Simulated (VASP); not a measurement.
# Fe (Im-3m) in VASP: notebook, part 2 of 2

VASP 6.6.1. Earlier steps stand in the parts before.

### Step 3. Single point, r2SCAN, collinear spin, ferromagnetic start

POSCAR reads:

```
Fe
1.0
   -1.3935430000      1.3935430000      1.3935430000
    1.3935430000     -1.3935430000      1.3935430000
    1.3935430000      1.3935430000     -1.3935430000
Fe
1
Direct
    0.0000000000      0.0000000000      0.0000000000
```

INCAR.step1 reads:

```
SYSTEM = Fe
PREC = Accurate ; ENCUT = 520
ISMEAR = -1 ; SIGMA = 0.05
LREAL = .FALSE. ; LASPH = .TRUE.
NELM = 150 ; ISPIN = 2
MAGMOM = 2.2 ; LMAXMIX = 4
NBANDS = 14 ; GGA = PE
ALGO = Normal ; EDIFF = 1E-4
LWAVE = .TRUE. ; LCHARG = .FALSE.
```

INCAR.step2 reads:

```
SYSTEM = Fe
PREC = Accurate ; ENCUT = 520
EDIFF = 1E-7 ; ISMEAR = -1
SIGMA = 0.05 ; LREAL = .FALSE.
LASPH = .TRUE. ; NELM = 150
ALGO = Normal ; ISIF = 2
LWAVE = .FALSE. ; LCHARG = .TRUE.
ISPIN = 2 ; MAGMOM = 2.2
LORBIT = 11 ; LMAXMIX = 4
METAGGA = R2SCAN ; LMIXTAU = .TRUE.
LELF = .TRUE. ; LVHAR = .TRUE.
NBANDS = 14 ; ISTART = 1
```

KPOINTS reads:

```
regular mesh
0
G
  15 15 15
  0 0 0
```

Potentials or basis: VASP PAW PBE potentials, release 64 (Fe).

Launch:

```bash
$ cat potpaw_PBE.64/Fe/POTCAR > POTCAR
$ cp INCAR.step1 INCAR
$ mpirun -np 1 vasp_std > vasp.out
$ cp INCAR.step2 INCAR
$ mpirun -np 1 vasp_std > vasp.out
```

OUTCAR:

```text
SYSTEM = Fe
   PREC = Accurate
   ENCUT = 520
   EDIFF = 1E-7
   ISMEAR = -1
   LREAL = .FALSE.
   LASPH = .TRUE.
   NELM = 150
   ISIF = 2
   ISPIN = 2
   LORBIT = 11
   METAGGA = R2SCAN
   ISTART = 1

 ion  position               nearest neighbor table
   1  0.000  0.000  0.000-

  LATTYP: Found a body centered cubic cell.
 ALAT       =     2.7870860000

  Lattice vectors:

 A1 = (  -1.3935430000,   1.3935430000,   1.3935430000)
 A2 = (   1.3935430000,  -1.3935430000,   1.3935430000)
 A3 = (   1.3935430000,   1.3935430000,  -1.3935430000)

Analysis of symmetry for initial positions (statically):
=====================================================================
 Subroutine PRICEL returns:
 Original cell was already a primitive cell.

 Routine SETGRP: Setting up the symmetry group for a
 body centered cubic supercell.

 Subroutine GETGRP returns: Found 48 space group operations
 (whereof 48 operations were pure point group operations)
 out of a pool of 48 trial point group operations.

The static configuration has the point symmetry O_h .

Analysis of symmetry for dynamics (positions and initial velocities):
=====================================================================
 Subroutine PRICEL returns:
 Original cell was already a primitive cell.

 Routine SETGRP: Setting up the symmetry group for a
 body centered cubic supercell.

 Subroutine GETGRP returns: Found 48 space group operations
 (whereof 48 operations were pure point group operations)
 out of a pool of 48 trial point group operations.

The dynamic configuration has the point symmetry O_h .

Analysis of structural, dynamic, and magnetic symmetry:
=====================================================================
 Subroutine PRICEL returns:
 Original cell was already a primitive cell.

 Routine SETGRP: Setting up the symmetry group for a
 body centered cubic supercell.

 Subroutine GETGRP returns: Found 48 space group operations
 (whereof 48 operations were pure point group operations)
 out of a pool of 48 trial point group operations.

The overall configuration has the point symmetry O_h .

 Subroutine INISYM returns: Found 48 space group operations
 (whereof 48 operations are pure point group operations),
 and found     1 'primitive' translations

----------------------------------------------------------------------------------------

                                     Primitive cell

  volume of cell :      10.8248

  direct lattice vectors                    reciprocal lattice vectors
    -1.393543000  1.393543000  1.393543000     0.000000000  0.358797683  0.358797683
     1.393543000 -1.393543000  1.393543000     0.358797683  0.000000000  0.358797683
     1.393543000  1.393543000 -1.393543000     0.358797683  0.358797683  0.000000000

  length of vectors
     2.413687279  2.413687279  2.413687279     0.507416550  0.507416550  0.507416550

  position of ions in fractional coordinates (direct lattice)
     0.000000000  0.000000000  0.000000000

  ion indices of the primitive-cell ions
   primitive index   ion index
                 1           1

----------------------------------------------------------------------------------------

 KPOINTS: regular mesh

Automatic generation of k-mesh.
 Grid dimensions read from file:
 generate k-points for:   15   15   15

 Generating k-lattice:

  Cartesian coordinates                     Fractional coordinates (reciprocal lattice)
[... 66 lines left out ...]
   ISIF   =      2    stress and relaxation
   ISYM   =      2    0-nonsym 1-usesym 2-fastsym
   POTIM  = 0.5000    time-step for ionic-motion
   TEBEG  =    0.0;   TEEND  =   0.0 temperature during run
   PSTRESS=    0.0 pullay stress
   NELECT =       8.0000    total number of electrons
   NUPDOWN=      -1.0000    fix difference up-down
   EMIN   =  10.00;   EMAX   =-10.00  energy-range for DOS
   EFERMI =   0.00;   METHOD = LEGACY
   ISMEAR =    -1;   SIGMA  =   0.05  broadening in eV -4-tet -1-fermi 0-gaus
   EFERMI_NEDOS =   21; number of points for ismear=-14 and -15
   IALGO  =     38    algorithm
   IMIX   =      4    mixing-type and parameters
     AMIX     =   0.40;   BMIX     =  1.00
     AMIX_MAG =   1.60;   BMIX_MAG =  1.00
  volume/ion in A,a.u.               =      10.82        73.05
  Fermi-wavevector in a.u.,A,eV,Ry     =   1.480123  2.797027 29.807153  2.190764
  Thomas-Fermi vector in A             =   2.594196
   LORBIT       =     11    0 simple, 1 ext, 2 COOP (PROOUT), +10 PAW based schemes
   METAGGA = R2SCAN    functional components
   LHFCALC =     F    Hartree Fock is set to
   AEXX    =    0.0000 exact exchange contribution
   IVDW    =     0    specifies the selected vdW correction
   LEPSILON=     F    determine dielectric tensor
   LRPA    =     F    only Hartree local field effects (RPA)
 spin polarized calculation
  energy-cutoff  :      520.00
  volume of cell :       10.82
 maximum number of plane-waves:       321
 NGX is ok and might be reduce to    18
   NGX =  9   NGY =  9   NGZ =  9

 number of electron       8.0000003 magnetization       2.5486376

 Free energy of the ion-electron system (eV)
  ---------------------------------------------------
  ext. energy  EPLUGINS =         0.00000000
  ---------------------------------------------------
  free energy    TOTEN  =       -14.31214312 eV

  energy without entropy =      -14.30536526  energy(sigma->0) =      -14.30875419

 E-fermi :   6.1701     XC(G=0): -14.5581

 val. band max:        6.1692475587   @ k =   0.1333   0.0000   0.0000
 cond. band min:       6.1752647186   @ k =  -0.2000   0.2000   0.0667
 fundamental gap:      0.0060171598
 Fermi energy:         6.1700895498

 spin component 1

 k-point     1 :       0.0000    0.0000    0.0000
  band No.  band energies     occupation
      1      -2.6674      1.00000
      2       3.1863      1.00000
      3       3.1863      1.00000
      4       3.1863      1.00000
      5       4.5642      1.00000
      6       4.5642      1.00000
      7      32.8375      0.00000
      8      32.8375      0.00000
      9      32.8375      0.00000
     10      38.2432      0.00000
     11      38.2432      0.00000
     12      40.4126      0.00000
     13      40.4126      0.00000
     14      40.4126      0.00000
[... 379 lines left out ...]
      3       3.3975      1.00000
      4       4.6080      1.00000
      5       5.1524      1.00000
      6      10.2612      0.00000
      7      14.2639      0.00000
      8      19.8856      0.00000
      9      26.8476      0.00000
     10      34.0777      0.00000
     11      39.0503      0.00000
     12      42.3873      0.00000
     13      46.7240      0.00000
     14      53.0076      0.00000

 [... further k-points ...]

 spin component 2

 k-point     1 :       0.0000    0.0000    0.0000
  band No.  band energies     occupation
      1      -3.2428      1.00000
      2       6.4518      0.00356
      3       6.4518      0.00356
      4       6.4518      0.00356
      5       8.8739      0.00000
      6       8.8739      0.00000
      7      32.4896      0.00000
      8      32.4896      0.00000
      9      32.4896      0.00000
     10      38.8484      0.00000
     11      38.8485      0.00000
     12      42.2095      0.00000
     13      42.2096      0.00000
     14      42.2097      0.00000
[... 379 lines left out ...]
      3       5.1829      1.00000
      4       8.6436      0.00000
      5       9.2059      0.00000
      6      12.1206      0.00000
      7      16.2300      0.00000
      8      20.9255      0.00000
      9      27.8605      0.00000
     10      34.7103      0.00000
     11      39.6313      0.00000
     12      43.8579      0.00000
     13      48.9288      0.00000
     14      53.8551      0.00000

 [... further k-points ...]
[... 5 lines left out ...]
  --------------------------------------------------------------------------------------
  -------------------------------------------------------------------------------------
  Total        1.1802855      1.1802855      1.1802855     -0.0000000     -0.0000000     -0.0000000
  in kB      174.6934143    174.6934143    174.6934143     -0.0000000     -0.0000000     -0.0000000
  external PRESSURE =     174.6934143 kB  Pullay stress =       0.0000000 kB

 VOLUME and BASIS-vectors are now :
 -----------------------------------------------------------------------------
  energy-cutoff  :      520.00
  volume of cell :       10.82
      direct lattice vectors                 reciprocal lattice vectors
    -1.393543000  1.393543000  1.393543000     0.000000000  0.358797683  0.358797683
     1.393543000 -1.393543000  1.393543000     0.358797683  0.000000000  0.358797683
     1.393543000  1.393543000 -1.393543000     0.358797683  0.358797683  0.000000000

 POSITION                                       TOTAL-FORCE (eV/Angst)
 -----------------------------------------------------------------------------------
      0.00000      0.00000      0.00000         0.000000     -0.000000      0.000000
 -----------------------------------------------------------------------------------
    total drift:                                0.000000     -0.000000      0.000000

  FREE ENERGIE OF THE ION-ELECTRON SYSTEM (eV)
  ---------------------------------------------------
  free  energy   TOTEN  =       -14.3121431196 eV

  energy  without entropy=      -14.3053652632  energy(sigma->0) =      -14.30875419

 total charge

# of ion       s       p       d       tot
------------------------------------------
    1        0.513   0.619   6.250   7.382

 magnetization (x)

# of ion       s       p       d       tot
------------------------------------------
    1       -0.014  -0.116   2.718   2.587
```

It took 6.4 min on 1 thread of AMD EPYC 7R13, shared host; peak memory 0.12 GiB.

What came out:

```
Free energy                                           : -14.3121 eV
Pressure                                              : 17.5 GPa
Net moment                                            : 2.55 μB per cell
Site moments                                          : Fe +2.59 μB
Valence electrons inside the program's atomic spheres : Fe 7.38
```

Levels at points of the mesh, in eV from the Fermi level:
Spin up:
```
           k point  band 1  band 2  band 3  band 4  band 5  band 6  band 7  band 8  band 9  band 10
(0.00, 0.00, 0.00)   -8.84   -2.98   -2.98   -2.98   -1.61   -1.61   26.67   26.67   26.67    32.07
```
Spin down:
```tsv
k point	band 1	band 2	band 3	band 4	band 5	band 6
(0.00, 0.00, 0.00)	-9.41	0.28	0.28	0.28	2.70	2.70
```

Caveat: the PAW data sets were made with another functional, which shifts forces and pressure a little.
